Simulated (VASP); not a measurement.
# Sc (C2/c) in VASP: single point with PBE

Aim: the single point of Sc with PBE.

Program: VASP 6.6.1. These are calculated values, not measurements. Logs are shortened: lines on timing, memory, paths and dates and some standing lists are left out, and cuts for length are marked.

## 1. The cell of the first run

The typed cell holds 2 atoms: a = 4.106 Å, b = 4.106 Å, c = 4.107 Å, α = 97.57°, β = 97.57°, γ = 137.44°.

## 2. Single point, PBE (21.82 Å³/atom)

INCAR

```
SYSTEM = Sc
PREC = Accurate
ENCUT = 520
EDIFF = 1E-7
ISMEAR = -1
SIGMA = 0.1
LREAL = .False.
LASPH = .True.
NELM = 60
ALGO = Normal
ISIF = 2
LWAVE = .False.
LCHARG = .True.
GGA = PE
LELF = .True.
LVHAR = .True.
NBANDS = 18
```

KPOINTS

```
Automatic mesh
0
Gamma
  19 19 13
  0 0 0
```

POSCAR

```
Sc
1.0
   -2.7057303787      2.7055132453      1.4901574290
    2.7055132453     -2.7057303787      1.4901574290
    2.7057298516      2.7057298516     -1.4905551091
Sc
2
Direct
    0.9999966837      0.0000033163      1.0000000000
    0.7500033163      0.2499966837      0.5000000000
```

Potentials or basis: VASP PAW PBE potentials, release 64 (Sc_sv).

Command:

```console
$ cat potpaw_PBE.64/Sc_sv/POTCAR > POTCAR
$ mpirun -np 1 vasp_std > vasp.out
```

OUTCAR:

```text
SYSTEM = Sc
   PREC = Accurate
   ENCUT = 520
   EDIFF = 1E-7
   ISMEAR = -1
   LREAL = .False.
   LASPH = .True.
   NELM = 60
   ISIF = 2
   GGA = PE

 ion  position               nearest neighbor table
   1  1.000  0.000  0.000-   2 2.81   2 2.81   2 2.81   2 2.81
   2  0.750  0.250  0.500-   1 2.81   1 2.81   1 2.81   1 2.81

  Warning from LATTYP: Got some problem with cell dimensions!
  Tried to take original basis but could not verify dimensions!
  LATTYP: Found a base centered monoclinic cell.
 ALAT       =     2.9803148738
 B/A-ratio  =     2.5677334263
 C/A-ratio  =     1.3776964091
 COS(beta)  =    -0.3627317888

  Lattice vectors:

 A1 = (   2.7057303787,  -2.7055132453,  -1.4901574290)
 A2 = (  -2.7055132453,   2.7057303787,  -1.4901574290)
 A3 = (   2.7055127182,   2.7055127182,   1.4897597489)

Analysis of symmetry for initial positions (statically):
=====================================================================
 Subroutine PRICEL returns:
 Original cell was already a primitive cell.

 Routine SETGRP: Setting up the symmetry group for a
 base centered monoclinic supercell.

 Subroutine GETGRP returns: Found  4 space group operations
 (whereof  2 operations were pure point group operations)
 out of a pool of  4 trial point group operations.

The static configuration has the point symmetry C_2 .
 The point group associated with its full space group is C_2h.

Analysis of symmetry for dynamics (positions and initial velocities):
=====================================================================
 Subroutine PRICEL returns:
 Original cell was already a primitive cell.

 Routine SETGRP: Setting up the symmetry group for a
 base centered monoclinic supercell.

 Subroutine GETGRP returns: Found  4 space group operations
 (whereof  2 operations were pure point group operations)
 out of a pool of  4 trial point group operations.

The dynamic configuration has the point symmetry C_2 .
 The point group associated with its full space group is C_2h.

 Subroutine INISYM returns: Found  4 space group operations
 (whereof  2 operations are pure point group operations),
 and found     1 'primitive' translations

----------------------------------------------------------------------------------------

                                     Primitive cell

  volume of cell :      43.6341

  direct lattice vectors                    reciprocal lattice vectors
    -2.705730379  2.705513245  1.490157429     0.000024678  0.184825080  0.335548486
     2.705513245 -2.705730379  1.490157429     0.184825080  0.000024678  0.335548486
     2.705729852  2.705729852 -1.490555109     0.184800441  0.184800441  0.000026928

  length of vectors
     4.106257172  4.106257172  4.106543874     0.383083669  0.383083669  0.261347291

  position of ions in fractional coordinates (direct lattice)
     0.999996684  0.000003316  1.000000000
     0.750003316  0.249996684  0.500000000

  ion indices of the primitive-cell ions
   primitive index   ion index
                 1           1
                 2           2

----------------------------------------------------------------------------------------

 KPOINTS: Automatic mesh

Automatic generation of k-mesh.
 Grid dimensions read from file:
 generate k-points for:   19   19   13

 Generating k-lattice:

  Cartesian coordinates                     Fractional coordinates (reciprocal lattice)
     0.000001299  0.009727636  0.017660447     0.052631579 -0.000000000  0.000000000
     0.009727636  0.000001299  0.017660447    -0.000000000  0.052631579  0.000000000
     0.014215419  0.014215419  0.000002071    -0.000000000 -0.000000000  0.076923077

  Length of vectors
     0.020162298  0.020162298  0.020103638

  Shift w.r.t. Gamma in fractional coordinates (k-lattice)
     0.000000000  0.000000000  0.000000000

 Subroutine IBZKPT returns following result:
 ===========================================

 Found   1240 irreducible k-points:

 Following reciprocal coordinates:
            Coordinates               Weight
  0.000000  0.000000  0.000000      1.000000
  0.052632 -0.000000  0.000000      4.000000
  0.105263 -0.000000  0.000000      4.000000
  0.157895  0.000000 -0.000000      4.000000
  0.210526  0.000000 -0.000000      4.000000
  0.263158 -0.000000  0.000000      4.000000
[... 16 lines left out ...]
 -0.315789  0.052632 -0.000000      4.000000
 -0.263158  0.052632 -0.000000      4.000000
 [... further k-points ...]
   k-points           NKPTS =   1240   k-points in BZ     NKDIM =   1240   number of bands    NBANDS=     18
   number of dos      NEDOS =    301   number of ions     NIONS =      2
   total plane-waves  NPLWV =  32768
   dimension x,y,z NGX =    32 NGY =   32 NGZ =   32
   dimension x,y,z NGXF=    64 NGYF=   64 NGZF=   64
   ions per type =               2
   NGX,Y,Z   is equivalent  to a cutoff of  12.96, 12.96, 12.95 a.u.
   NGXF,Y,Z  is equivalent  to a cutoff of  25.91, 25.91, 25.91 a.u.
 SYSTEM =  Sc
   PREC   = accura    normal or accurate (medium, high low for compatibility)
   ISTART =      0    job   : 0-new  1-cont  2-samecut
   ICHARG =      2    charge: 1-file 2-atom 10-const
   ISPIN  =      1    spin polarized calculation?
   LNONCOLLINEAR =      F non collinear calculations
   LSORBIT =      F    spin-orbit coupling
   LASPH  =      T    aspherical Exc in radial PAW
   ENCUT  =  520.0 eV  38.22 Ry    6.18 a.u.   7.63  7.63  7.64*2*pi/ulx,y,z
   NELM   =     60;   NELMIN=  2; NELMDL= -5     # of ELM steps
   EDIFF  = 0.1E-06   stopping-criterion for ELM
   LREAL  =      F    real-space projection
   EDIFFG = 0.1E-05   stopping-criterion for IOM
   NSW    =      0    number of steps for IOM
   IBRION =     -1    ionic relax: 0-MD 1-quasi-New 2-CG
   NFREE  =      0    steps in history (QN), initial steepest desc. (CG)
   ISIF   =      2    stress and relaxation
   ISYM   =      2    0-nonsym 1-usesym 2-fastsym
   POTIM  = 0.5000    time-step for ionic-motion
   TEBEG  =    0.0;   TEEND  =   0.0 temperature during run
   PSTRESS=    0.0 pullay stress
   NELECT =      22.0000    total number of electrons
   NUPDOWN=      -1.0000    fix difference up-down
   EMIN   =  10.00;   EMAX   =-10.00  energy-range for DOS
   EFERMI =   0.00;   METHOD = LEGACY
   ISMEAR =    -1;   SIGMA  =   0.10  broadening in eV -4-tet -1-fermi 0-gaus
   EFERMI_NEDOS =   21; number of points for ismear=-14 and -15
   IALGO  =     38    algorithm
   IMIX   =      4    mixing-type and parameters
     AMIX     =   0.40;   BMIX     =  1.00
     AMIX_MAG =   1.60;   BMIX_MAG =  1.00
  volume/ion in A,a.u.               =      21.82       147.23
  Fermi-wavevector in a.u.,A,eV,Ry     =   1.302988  2.462290 23.099657  1.697777
  Thomas-Fermi vector in A             =   2.434019
   LORBIT       =      0    0 simple, 1 ext, 2 COOP (PROOUT), +10 PAW based schemes
   GGA     = PE    functional components
   LHFCALC =     F    Hartree Fock is set to
   AEXX    =    0.0000 exact exchange contribution
   IVDW    =     0    specifies the selected vdW correction
   LEPSILON=     F    determine dielectric tensor
   LRPA    =     F    only Hartree local field effects (RPA)
 non-spin polarized calculation
  energy-cutoff  :      520.00
  volume of cell :       43.63
 maximum number of plane-waves:      1200
   NGX = 15   NGY = 15   NGZ = 15

 number of electron      22.0000003 magnetization

 Free energy of the ion-electron system (eV)
  ---------------------------------------------------
  ext. energy  EPLUGINS =         0.00000000
  ---------------------------------------------------
  free energy    TOTEN  =       -11.61783281 eV

  energy without entropy =      -11.49412887  energy(sigma->0) =      -11.55598084

 E-fermi :   4.4298     XC(G=0): -10.3512

 val. band max:        4.4298242544   @ k =  -0.4211   0.4737   0.1538
 cond. band min:       4.4302569185   @ k =  -0.2632  -0.3684   0.3846
 fundamental gap:      0.0004326641
 Fermi energy:         4.4298467770

 k-point     1 :       0.0000    0.0000    0.0000
  band No.  band energies     occupation
      1     -44.9615      2.00000
      2     -44.7215      2.00000
      3     -23.8857      2.00000
      4     -23.8857      2.00000
      5     -23.2089      2.00000
      6     -23.2089      2.00000
[... 10 lines left out ...]
     17       7.5145      0.00000
     18       8.9554      0.00000

 k-point     2 :       0.0526   -0.0000    0.0000
  band No.  band energies     occupation
      1     -44.9585      2.00000
      2     -44.7213      2.00000
      3     -23.8845      2.00000
      4     -23.8790      2.00000
      5     -23.2229      2.00000
      6     -23.2079      2.00000
[... 10 lines left out ...]
     17       7.7088      0.00000
     18       8.9442      0.00000

 k-point     3 :       0.1053   -0.0000    0.0000
  band No.  band energies     occupation
      1     -44.9497      2.00000
      2     -44.7210      2.00000
      3     -23.8811      2.00000
      4     -23.8595      2.00000
      5     -23.2629      2.00000
      6     -23.2304      2.00000
[... 10 lines left out ...]
     17       7.6872      0.00000
     18       8.8790      0.00000

 k-point     4 :       0.1579    0.0000   -0.0000
  band No.  band energies     occupation
      1     -44.9358      2.00000
      2     -44.7206      2.00000
      3     -23.8758      2.00000
      4     -23.8299      2.00000
      5     -23.3260      2.00000
      6     -23.2896      2.00000
[... 375 lines left out ...]
      4     -23.7143      2.00000
      5     -23.5913      2.00000
      6     -23.4521      2.00000
[... 10 lines left out ...]
     17       7.6800      0.00000
     18       8.1136      0.00000

 k-point    23 :      -0.3158    0.0526   -0.0000
  band No.  band energies     occupation
      1     -44.8906      2.00000
      2     -44.7285      2.00000
      3     -23.8640      2.00000
      4     -23.7278      2.00000
      5     -23.5162      2.00000
      6     -23.4119      2.00000
[... 10 lines left out ...]
     17       7.2740      0.00000
     18       8.3359      0.00000

 k-point    24 :      -0.2632    0.0526   -0.0000
  band No.  band energies     occupation
      1     -44.9112      2.00000
      2     -44.7273      2.00000
      3     -23.8710      2.00000
      4     -23.7619      2.00000
      5     -23.4335      2.00000
      6     -23.3519      2.00000
[... 10 lines left out ...]
     17       7.2854      0.00000
     18       8.5225      0.00000

 [... further k-points ...]

------------------------ aborting loop because EDIFF is reached ----------------------------------------

  FORCE on cell =-STRESS in cart. coord.  units (eV):
  Direction    XX          YY          ZZ          XY          YZ          ZX
  --------------------------------------------------------------------------------------
  -------------------------------------------------------------------------------------
  Total        1.7584526      1.7584526      2.2840443     -0.0000975     -0.0001204     -0.0001204
  in kB       64.5676535     64.5676535     83.8665690     -0.0035814     -0.0044212     -0.0044212
  external PRESSURE =      71.0006254 kB  Pullay stress =       0.0000000 kB

 VOLUME and BASIS-vectors are now :
 -----------------------------------------------------------------------------
  energy-cutoff  :      520.00
  volume of cell :       43.63
      direct lattice vectors                 reciprocal lattice vectors
    -2.705730379  2.705513245  1.490157429     0.000024678  0.184825080  0.335548486
     2.705513245 -2.705730379  1.490157429     0.184825080  0.000024678  0.335548486
     2.705729852  2.705729852 -1.490555109     0.184800441  0.184800441  0.000026928

 POSITION                                       TOTAL-FORCE (eV/Angst)
 -----------------------------------------------------------------------------------
     -2.70571      2.70550      1.49016         0.000446     -0.000446     -0.000000
     -0.00007      2.70559      0.74488        -0.000446      0.000446      0.000000
 -----------------------------------------------------------------------------------
    total drift:                                0.000000     -0.000000     -0.000000

  FREE ENERGIE OF THE ION-ELECTRON SYSTEM (eV)
  ---------------------------------------------------
  free  energy   TOTEN  =       -11.6178328138 eV

  energy  without entropy=      -11.4941288703  energy(sigma->0) =      -11.55598084
```

Wall time 13 min (1 thread of AMD EPYC 9R45 (Zen 5), shared host); peak memory 0.79 GiB.

What came out:

| Item | Value |
| --- | --- |
| Free energy | -11.6178 eV |
| Pressure | 7.1 GPa |
| Band gap on the k mesh | zero (bands 11 and 12 overlap by 1.07 eV) |

Caveat: the cell stands under pressure.
